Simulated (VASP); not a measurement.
# CdSe (zincblende type) (F-43m) in VASP: notebook

The runs below take CdSe (zincblende type) through single point, with PBE.

All numbers are computed with VASP 6.6.1; they aren't measurements. Logs are shortened: lines on timing, memory, paths and dates and some standing lists are left out, and cuts for length are marked.

**1. The cell of the first run**

It takes space group F-43m (No. 216, cubic). The conventional cell has a = 5.388 Å, b = 5.388 Å, c = 5.388 Å, α = 90.00°, β = 90.00°, γ = 90.00°. Cd (site symmetry -43m) has 4 Se at 2.33 Å within 3.1 Å. Within 3.1 Å of Se (site symmetry -43m) lie 4 Cd at 2.33 Å.

**2. Single point, PBE**

INCAR reads:

```
SYSTEM = CdSe
PREC = Accurate ; ENCUT = 520
EDIFF = 1E-7 ; ISMEAR = -1
SIGMA = 0.05 ; LREAL = .FALSE.
LASPH = .TRUE. ; NELM = 80
ALGO = Normal ; ISIF = 2
LWAVE = .FALSE. ; LCHARG = .FALSE.
GGA = PE ; NBANDS = 16
```

KPOINTS reads:

```
regular mesh
0
G
  12 12 12
  0 0 0
```

POSCAR reads:

```
CdSe
1.0
    0.0000000000      2.6937612968      2.6937612968
    2.6937612968      0.0000000000      2.6937612968
    2.6937612968      2.6937612968      0.0000000000
Cd Se
1 1
Direct
    0.0000000000      0.0000000000      0.0000000000
    0.2500000000      0.2500000000      0.2500000000
```

Potentials or basis: VASP PAW PBE potentials, release 64 (Cd, Se).

Started as:

```
cat potpaw_PBE.64/Cd/POTCAR potpaw_PBE.64/Se/POTCAR > POTCAR
mpirun -np 1 vasp_std > vasp.out
```

OUTCAR:

```text
SYSTEM = CdSe
   PREC = Accurate
   ENCUT = 520
   EDIFF = 1E-7
   ISMEAR = -1
   LREAL = .FALSE.
   LASPH = .TRUE.
   NELM = 80
   ISIF = 2
   GGA = PE

 ion  position               nearest neighbor table
   1  0.000  0.000  0.000-   2 2.33   2 2.33   2 2.33   2 2.33
   2  0.250  0.250  0.250-   1 2.33   1 2.33   1 2.33   1 2.33

  LATTYP: Found a face centered cubic cell.
 ALAT       =     5.3875225936

  Lattice vectors:

 A1 = (   0.0000000000,   2.6937612968,   2.6937612968)
 A2 = (   2.6937612968,   0.0000000000,   2.6937612968)
 A3 = (   2.6937612968,   2.6937612968,   0.0000000000)

Analysis of symmetry for initial positions (statically):
=====================================================================
 Subroutine PRICEL returns:
 Original cell was already a primitive cell.

 Routine SETGRP: Setting up the symmetry group for a
 face centered cubic supercell.

 Subroutine GETGRP returns: Found 24 space group operations
 (whereof 24 operations were pure point group operations)
 out of a pool of 48 trial point group operations.

The static configuration has the point symmetry T_d .

Analysis of symmetry for dynamics (positions and initial velocities):
=====================================================================
 Subroutine PRICEL returns:
 Original cell was already a primitive cell.

 Routine SETGRP: Setting up the symmetry group for a
 face centered cubic supercell.

 Subroutine GETGRP returns: Found 24 space group operations
 (whereof 24 operations were pure point group operations)
 out of a pool of 48 trial point group operations.

The dynamic configuration has the point symmetry T_d .

 Subroutine INISYM returns: Found 24 space group operations
 (whereof 24 operations are pure point group operations),
 and found     1 'primitive' translations

----------------------------------------------------------------------------------------

                                     Primitive cell

  volume of cell :      39.0937

  direct lattice vectors                    reciprocal lattice vectors
     0.000000000  2.693761297  2.693761297    -0.185614071  0.185614071  0.185614071
     2.693761297  0.000000000  2.693761297     0.185614071 -0.185614071  0.185614071
     2.693761297  2.693761297  0.000000000     0.185614071  0.185614071 -0.185614071

  length of vectors
     3.809553760  3.809553760  3.809553760     0.321493001  0.321493001  0.321493001

  position of ions in fractional coordinates (direct lattice)
     0.000000000  0.000000000  0.000000000
     0.250000000  0.250000000  0.250000000

  ion indices of the primitive-cell ions
   primitive index   ion index
                 1           1
                 2           2

----------------------------------------------------------------------------------------

 KPOINTS: regular mesh

Automatic generation of k-mesh.
 Grid dimensions read from file:
 generate k-points for:   12   12   12

 Generating k-lattice:

  Cartesian coordinates                     Fractional coordinates (reciprocal lattice)
    -0.015467839  0.015467839  0.015467839     0.083333333  0.000000000  0.000000000
     0.015467839 -0.015467839  0.015467839     0.000000000  0.083333333  0.000000000
     0.015467839  0.015467839 -0.015467839     0.000000000  0.000000000  0.083333333

  Length of vectors
     0.026791083  0.026791083  0.026791083

  Shift w.r.t. Gamma in fractional coordinates (k-lattice)
     0.000000000  0.000000000  0.000000000

 Subroutine IBZKPT returns following result:
 ===========================================

 Found     72 irreducible k-points:

 Following reciprocal coordinates:
            Coordinates               Weight
  0.000000  0.000000  0.000000      1.000000
  0.083333  0.000000  0.000000      8.000000
  0.166667  0.000000  0.000000      8.000000
  0.250000  0.000000  0.000000      8.000000
  0.333333  0.000000  0.000000      8.000000
  0.416667  0.000000  0.000000      8.000000
[... 16 lines left out ...]
  0.500000  0.166667  0.000000     24.000000
 -0.416667  0.166667  0.000000     24.000000
 [... further k-points ...]
   k-points           NKPTS =     72   k-points in BZ     NKDIM =     72   number of bands    NBANDS=     16
   number of dos      NEDOS =    301   number of ions     NIONS =      2
   total plane-waves  NPLWV =  21952
   dimension x,y,z NGX =    28 NGY =   28 NGZ =   28
   dimension x,y,z NGXF=    56 NGYF=   56 NGZF=   56
   ions per type =               1   1
   NGX,Y,Z   is equivalent  to a cutoff of  12.22, 12.22, 12.22 a.u.
   NGXF,Y,Z  is equivalent  to a cutoff of  24.44, 24.44, 24.44 a.u.
 SYSTEM =  CdSe
   PREC   = accura    normal or accurate (medium, high low for compatibility)
   ISTART =      0    job   : 0-new  1-cont  2-samecut
   ICHARG =      2    charge: 1-file 2-atom 10-const
   ISPIN  =      1    spin polarized calculation?
   LNONCOLLINEAR =      F non collinear calculations
   LSORBIT =      F    spin-orbit coupling
   LASPH  =      T    aspherical Exc in radial PAW
   ENCUT  =  520.0 eV  38.22 Ry    6.18 a.u.   7.08  7.08  7.08*2*pi/ulx,y,z
   NELM   =     80;   NELMIN=  2; NELMDL= -5     # of ELM steps
   EDIFF  = 0.1E-06   stopping-criterion for ELM
   LREAL  =      F    real-space projection
   EDIFFG = 0.1E-05   stopping-criterion for IOM
   NSW    =      0    number of steps for IOM
   IBRION =     -1    ionic relax: 0-MD 1-quasi-New 2-CG
   NFREE  =      0    steps in history (QN), initial steepest desc. (CG)
   ISIF   =      2    stress and relaxation
   ISYM   =      2    0-nonsym 1-usesym 2-fastsym
   POTIM  = 0.5000    time-step for ionic-motion
   TEBEG  =    0.0;   TEEND  =   0.0 temperature during run
   PSTRESS=    0.0 pullay stress
   NELECT =      18.0000    total number of electrons
   NUPDOWN=      -1.0000    fix difference up-down
   EMIN   =  10.00;   EMAX   =-10.00  energy-range for DOS
   EFERMI =   0.00;   METHOD = LEGACY
   ISMEAR =    -1;   SIGMA  =   0.05  broadening in eV -4-tet -1-fermi 0-gaus
   EFERMI_NEDOS =   21; number of points for ismear=-14 and -15
   IALGO  =     38    algorithm
   IMIX   =      4    mixing-type and parameters
     AMIX     =   0.40;   BMIX     =  1.00
     AMIX_MAG =   1.60;   BMIX_MAG =  1.00
  volume/ion in A,a.u.               =      19.55       131.91
  Fermi-wavevector in a.u.,A,eV,Ry     =   1.264144  2.388886 21.742928  1.598060
  Thomas-Fermi vector in A             =   2.397464
   LORBIT       =      0    0 simple, 1 ext, 2 COOP (PROOUT), +10 PAW based schemes
   GGA     = PE    functional components
   LHFCALC =     F    Hartree Fock is set to
   AEXX    =    0.0000 exact exchange contribution
   IVDW    =     0    specifies the selected vdW correction
   LEPSILON=     F    determine dielectric tensor
   LRPA    =     F    only Hartree local field effects (RPA)
 non-spin polarized calculation
  energy-cutoff  :      520.00
  volume of cell :       39.09
 maximum number of plane-waves:      1067
   NGX = 15   NGY = 15   NGZ = 15

 number of electron      18.0000009 magnetization

 Free energy of the ion-electron system (eV)
  ---------------------------------------------------
  ext. energy  EPLUGINS =         0.00000000
  ---------------------------------------------------
  free energy    TOTEN  =        -3.27326523 eV

  energy without entropy =       -3.27326522  energy(sigma->0) =       -3.27326522

 E-fermi :   5.3728     XC(G=0): -10.6598

 val. band max:        4.6940979660   @ k =   0.0000   0.0000   0.0000
 cond. band min:       5.9699847033   @ k =   0.0000   0.0000   0.0000
 fundamental gap:      1.2758867373
 Fermi energy:         5.3727770297

 k-point     1 :       0.0000    0.0000    0.0000
  band No.  band energies     occupation
      1     -10.7754      2.00000
      2      -5.3768      2.00000
      3      -5.3768      2.00000
      4      -5.3768      2.00000
      5      -4.4573      2.00000
      6      -4.4573      2.00000
[... 8 lines left out ...]
     15      16.5352      0.00000
     16      16.5352      0.00000

 k-point     2 :       0.0833    0.0000    0.0000
  band No.  band energies     occupation
      1     -10.7241      2.00000
      2      -5.3579      2.00000
      3      -5.3579      2.00000
      4      -5.3557      2.00000
      5      -4.4598      2.00000
      6      -4.4598      2.00000
[... 8 lines left out ...]
     15      15.7211      0.00000
     16      16.0567      0.00000

 k-point     3 :       0.1667    0.0000    0.0000
  band No.  band energies     occupation
      1     -10.5822      2.00000
      2      -5.3086      2.00000
      3      -5.3086      2.00000
      4      -5.2751      2.00000
      5      -4.4630      2.00000
      6      -4.4630      2.00000
[... 8 lines left out ...]
     15      15.0751      0.00000
     16      15.7274      0.00000

 k-point     4 :       0.2500    0.0000    0.0000
  band No.  band energies     occupation
      1     -10.3851      2.00000
      2      -5.2479      2.00000
      3      -5.2479      2.00000
      4      -5.0884      2.00000
      5      -4.4564      2.00000
      6      -4.4564      2.00000
[... 8 lines left out ...]
     15      15.0805      0.00000
     16      15.2611      0.00000
[... 324 lines left out ...]
 k-point    22 :       0.4167    0.1667    0.0000
  band No.  band energies     occupation
      1     -10.0276      2.00000
      2      -5.1604      2.00000
      3      -5.0648      2.00000
      4      -4.7307      2.00000
      5      -4.3729      2.00000
      6      -4.2502      2.00000
[... 8 lines left out ...]
     15      17.5616      0.00000
     16      17.7710      0.00000

 k-point    23 :       0.5000    0.1667    0.0000
  band No.  band energies     occupation
      1      -9.9278      2.00000
      2      -5.1402      2.00000
      3      -5.0519      2.00000
      4      -4.5718      2.00000
      5      -4.3822      2.00000
      6      -3.8153      2.00000
[... 8 lines left out ...]
     15      17.8930      0.00000
     16      18.0264      0.00000

 k-point    24 :      -0.4167    0.1667    0.0000
  band No.  band energies     occupation
      1      -9.9152      2.00000
      2      -5.1331      2.00000
      3      -5.0630      2.00000
      4      -4.5031      2.00000
      5      -4.4189      2.00000
      6      -3.6933      2.00000
[... 8 lines left out ...]
     15      16.7200      0.00000
     16      17.5148      0.00000

 [... further k-points ...]

------------------------ aborting loop because EDIFF is reached ----------------------------------------

  FORCE on cell =-STRESS in cart. coord.  units (eV):
  Direction    XX          YY          ZZ          XY          YZ          ZX
  --------------------------------------------------------------------------------------
  -------------------------------------------------------------------------------------
  Total       12.5683668     12.5683668     12.5683668      0.0000000      0.0000000      0.0000000
  in kB      515.0888005    515.0888005    515.0888005      0.0000000      0.0000000      0.0000000
  external PRESSURE =     515.0888005 kB  Pullay stress =       0.0000000 kB

 VOLUME and BASIS-vectors are now :
 -----------------------------------------------------------------------------
  energy-cutoff  :      520.00
  volume of cell :       39.09
      direct lattice vectors                 reciprocal lattice vectors
     0.000000000  2.693761297  2.693761297    -0.185614071  0.185614071  0.185614071
     2.693761297  0.000000000  2.693761297     0.185614071 -0.185614071  0.185614071
     2.693761297  2.693761297  0.000000000     0.185614071  0.185614071 -0.185614071

 POSITION                                       TOTAL-FORCE (eV/Angst)
 -----------------------------------------------------------------------------------
      0.00000      0.00000      0.00000        -0.000000     -0.000000      0.000000
      1.34688      1.34688      1.34688         0.000000      0.000000     -0.000000
 -----------------------------------------------------------------------------------
    total drift:                               -0.000000     -0.000000     -0.000000

  FREE ENERGIE OF THE ION-ELECTRON SYSTEM (eV)
  ---------------------------------------------------
  free  energy   TOTEN  =        -3.2732652278 eV

  energy  without entropy=       -3.2732652170  energy(sigma->0) =       -3.27326522
```

Wall time 69 s (1 thread of Intel Xeon 8259CL, shared host); peak memory 0.19 GiB.

What came out:

```yaml
Free_energy: -3.2733 eV
Pressure: 51.5 GPa
Band_gap_on_the_k_mesh: 1.28 eV
```

Levels at points of the mesh, in eV from the valence-band top:
| k point | band 5 | band 6 | band 7 | band 8 | band 9 | band 10 | band 11 | band 12 | band 13 | band 14 |
| --- | --- | --- | --- | --- | --- | --- | --- | --- | --- | --- |
| (0.00, 0.00, 0.00) | -9.15 | -9.15 | 0.00 | 0.00 | 0.00 | 1.28 | 5.62 | 5.62 | 5.62 | 11.08 |
| (0.50, 0.00, 0.00) | -9.09 | -8.48 | -7.17 | -1.46 | -1.46 | 2.65 | 6.22 | 6.22 | 7.92 | 11.46 |
| (0.50, 0.50, 0.00) | -8.99 | -8.38 | -6.07 | -3.51 | -3.51 | 2.21 | 3.57 | 11.26 | 12.41 | 12.41 |

Caveat: the cell stands under pressure.

**3. Single point, PBE**

INCAR reads:

```
PREC = Accurate
ENCUT = 520
EDIFF = 1E-6
ISMEAR = -1
SIGMA = 0.05
LREAL = False
LASPH = True
NELM = 80
ALGO = Normal
ISIF = 2
LWAVE = False
LCHARG = False
GGA = PE
NBANDS = 16
```

KPOINTS reads:

```
regular mesh
0
Gamma
  12 12 12
```

POSCAR reads:

```
CdSe
1.0
    0.0000000000      2.6939670643      2.6939670643
    2.6939670643      0.0000000000      2.6939670643
    2.6939670643      2.6939670643      0.0000000000
Cd Se
1 1
Direct
    0.0000000000      0.0000000000      0.0000000000
    0.2500000000      0.2500000000      0.2500000000
```

Potentials or basis: VASP PAW PBE potentials, release 64 (Cd, Se).

Started as:

```
cat potpaw_PBE.64/Cd/POTCAR potpaw_PBE.64/Se/POTCAR > POTCAR
mpirun -np 1 vasp_std > vasp.out
```

It took 70 s on 1 thread of Intel Xeon 8259CL, shared host; peak memory 0.19 GiB.

Results (log left out):

```
Free energy            : -3.2761 eV
Pressure               : 51.5 GPa
Band gap on the k mesh : 1.28 eV
```

Levels at points of the mesh, in eV from the valence-band top:
| k point | band 7 | band 8 | band 9 | band 10 | band 11 | band 12 |
| --- | --- | --- | --- | --- | --- | --- |
| (0.00, 0.00, 0.00) | 0.00 | 0.00 | 0.00 | 1.28 | 5.62 | 5.62 |
| (0.50, 0.00, 0.00) | -7.16 | -1.46 | -1.46 | 2.65 | 6.23 | 6.23 |
| (0.50, 0.50, 0.00) | -6.07 | -3.51 | -3.51 | 2.21 | 3.57 | 11.26 |

Caveat: the cell stands under pressure.
